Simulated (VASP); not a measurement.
Wanted: the native input for a VASP 6.6.1 run.

| Property | Result |
| --- | --- |
| Task | single point |
| Functional | r2SCAN |
| Potentials or basis | VASP PAW PBE potentials, release 64 (Na_pv, I) |
| Cutoff | 520 eV |
| k mesh | 6 × 6 × 6 |
| Occupations | gaussian, width 0.02 eV |
| Spin | no spin polarisation |
| Dipole correction | no |
| Further INCAR settings | ALGO = Normal; EDIFF = 1e-06; NBANDS = 14 |

Crystal: NaI.

```
CELL_PARAMETERS angstrom
0.00000 3.23339 3.23339
3.23339 0.00000 3.23339
3.23339 3.23339 0.00000
ATOMIC_POSITIONS crystal
Na 0.00000 0.00000 0.00000
I 0.50000 0.50000 0.50000
```

One way to write it, as run:

POSCAR

```
NaI
1.0
    0.0000000000      3.2333908053      3.2333908053
    3.2333908053      0.0000000000      3.2333908053
    3.2333908053      3.2333908053      0.0000000000
Na I
1 1
Direct
    0.0000000000      0.0000000000      0.0000000000
    0.5000000000      0.5000000000      0.5000000000
```

INCAR.step1

```
SYSTEM = NaI
ALGO = Normal ; EDIFF = 1E-4
ENCUT = 520 ; GGA = PE
ISMEAR = 0 ; LASPH = .True.
LCHARG = .False. ; LREAL = .False.
LWAVE = .True. ; NBANDS = 14
NELM = 60 ; PREC = Accurate
SIGMA = 0.02
```

INCAR.step2

```
SYSTEM = NaI
ALGO = Normal ; EDIFF = 1E-6
ENCUT = 520 ; ISIF = 2
ISMEAR = 0 ; ISTART = 1
LASPH = .True. ; LCHARG = .True.
LELF = .True. ; LMIXTAU = .True.
LREAL = .False. ; LVHAR = .True.
LWAVE = .False. ; METAGGA = R2SCAN
NBANDS = 14 ; NELM = 60
PREC = Accurate ; SIGMA = 0.02
```

KPOINTS

```
k-points
0
Gamma
  6 6 6
  0 0 0
```

Potentials or basis: VASP PAW PBE potentials, release 64 (Na_pv, I).

Launch:

```sh
$ cat potpaw_PBE.64/Na_pv/POTCAR potpaw_PBE.64/I/POTCAR > POTCAR
$ cp INCAR.step1 INCAR
$ mpirun -np 1 vasp_std > vasp.out
$ cp INCAR.step2 INCAR
$ mpirun -np 1 vasp_std > vasp.out
```

Results of the run:

```yaml
Pressure: -0.1 GPa
Band_gap_on_the_k_mesh: 4.45 eV, direct
```

Caveat: the PAW data sets were made with another functional, which shifts forces and pressure a little; spin-orbit coupling is left out, which moves the levels of the heavy elements.

It took 43 s on 1 thread of Intel(R) Xeon(R) Platinum 8488C (Sapphire Rapids) (shared host), peak memory 0.21 GiB.
